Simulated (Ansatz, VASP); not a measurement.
**One calculation of Be3CdS2, two programs**

```xyz
6
Lattice="2.0367 1.1759 6.3748 -2.0367 1.1759 6.3748 0.0000 -2.3517 6.3748" Properties=species:S:1:pos:R:3 pbc="T T T"
Be   -1.0183    0.5879    3.1874
Be    1.0183    0.5879    3.1874
Be    0.0000   -1.1759    3.1874
Cd    0.0000    0.0000    0.0000
S     0.0000    0.0000   11.1706
S     0.0000    0.0000    7.9539
```

Change from the starting cell: species swapped into the Tb2FeCo3 type (R-3m, No. 166).

Alike in both runs: functional PBE; k mesh 12 × 12 × 12; occupations gaussian, width 0.1 eV; no spin polarisation.

Ansatz relaxed the structure, and its values are those at the end. VASP's run is a single point on that final structure, the one shown.

|  | VASP | Ansatz |
| --- | --- | --- |
| version | VASP 6.6.1 | Ansatz 0.2.0 |
| potentials or method | VASP PAW PBE potentials, release 64 (Be, Cd, S), cutoff 600 eV | scalar-relativistic, plane waves, PAW |
| valence electrons in the cell | 30 | 38 |

```tsv
	VASP	Ansatz	Ansatz less VASP
gap on the k mesh at the Fermi level (eV)	none	none	-
pressure (GPa)	0.1	0.0	-0.13
rms of the force components (eV/Å)	0.009	0.001	-0.0078
```

A gap of «none» marks a metal or a gap that the smearing closes. The functional is the same, so the differences come from potentials, cutoffs and numerics. VASP's potentials hold 30 valence electrons a cell and Ansatz's 38, so a difference there can come from the potentials and not from the codes.
